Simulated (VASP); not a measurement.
Input of a VASP 6.6.1 run:

File INCAR:

```
  PREC = Accurate
  ENCUT = 500
  EDIFF = 1E-6
  ISMEAR = 0
  SIGMA = 0.1
  LREAL = False
  LASPH = True
  NELM = 120
  ALGO = Normal
  ISIF = 2
  LWAVE = False
  LCHARG = False
  GGA = PE
  NBANDS = 11
  GGA_COMPAT = False
```

File KPOINTS:

```
regular mesh
0
Gamma
  12 12 12
```

File POSCAR:

```
Pd
1.0
    0.0000000000      1.9707712606      1.9707712606
    1.9707712606      0.0000000000      1.9707712606
    1.9707712606      1.9707712606      0.0000000000
Pd
1
Direct
    0.0000000000      0.0000000000      0.0000000000
```

Potentials or basis: VASP PAW PBE potentials, release 64 (Pd).

Launch:

```console
$ cat potpaw_PBE.64/Pd/POTCAR > POTCAR
$ mpirun -np 1 vasp_std > vasp.out
```

(1) Estimate the pressure.

(2) Estimate the band gap on the k mesh.

## Answers

(1) -0.2 GPa.

(2) zero (band 5 reaches 9.42 eV, above the bottom of band 6 at 7.94 eV).
